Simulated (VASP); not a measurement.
Here is a VASP 6.6.1 calculation.

POSCAR

```
Bi
1.0
   -1.9814305318      1.9814305318      1.9814305318
    1.9814305318     -1.9814305318      1.9814305318
    1.9814305318      1.9814305318     -1.9814305318
Bi
1
Direct
    0.0000000000      0.0000000000      0.0000000000
```

Contents of INCAR.step1:

```
PREC = Accurate ; ENCUT = 600
ISMEAR = 0 ; SIGMA = 0.1
LREAL = False ; LASPH = True
NELM = 100 ; GGA = PE
ALGO = Normal ; EDIFF = 1E-4
LWAVE = True ; LCHARG = False
```

File INCAR.step2:

```
PREC = Accurate ; ENCUT = 600
EDIFF = 1E-7 ; ISMEAR = 0
SIGMA = 0.1 ; LREAL = False
LASPH = True ; NELM = 100
ALGO = Normal ; ISIF = 3
LWAVE = False ; LCHARG = False
METAGGA = R2SCAN ; LMIXTAU = True
IBRION = 2 ; NSW = 100
EDIFFG = -0.005 ; ISTART = 1
```

File KPOINTS:

```
Automatic mesh
0
Gamma
  16 16 16
```

Potentials or basis: VASP PAW PBE potentials, release 64 (Bi_d).

The run is started by

```console
$ cat potpaw_PBE.64/Bi_d/POTCAR > POTCAR
$ cp INCAR.step1 INCAR
$ mpirun -np 1 vasp_std > vasp.out
$ cp INCAR.step2 INCAR
$ mpirun -np 1 vasp_std > vasp.out
```

Problem. Estimate the relaxed cell.

Solution. a = 3.431 Å, b = 3.431 Å, c = 3.431 Å, α = 109.47°, β = 109.47°, γ = 109.47°.

Problem. Predict the relaxed volume.

Solution. 31.08 Å³/atom.

Problem. Predict the space group after relaxing (to 0.05 Å).

Solution. Im-3m (No. 229).

Final structure:
```cif
data_structure
_symmetry_space_group_name_H-M 'P 1'
_symmetry_Int_Tables_number 1
_cell_length_a 3.4306
_cell_length_b 3.4306
_cell_length_c 3.4306
_cell_angle_alpha 109.471
_cell_angle_beta 109.471
_cell_angle_gamma 109.471
_cell_volume 31.08
loop_
_atom_site_label
_atom_site_type_symbol
_atom_site_fract_x
_atom_site_fract_y
_atom_site_fract_z
_atom_site_occupancy
Bi1 Bi 0.00000 0.00000 0.00000 1
```

Caveat: the PAW data sets were made with another functional, which shifts forces and pressure a little.
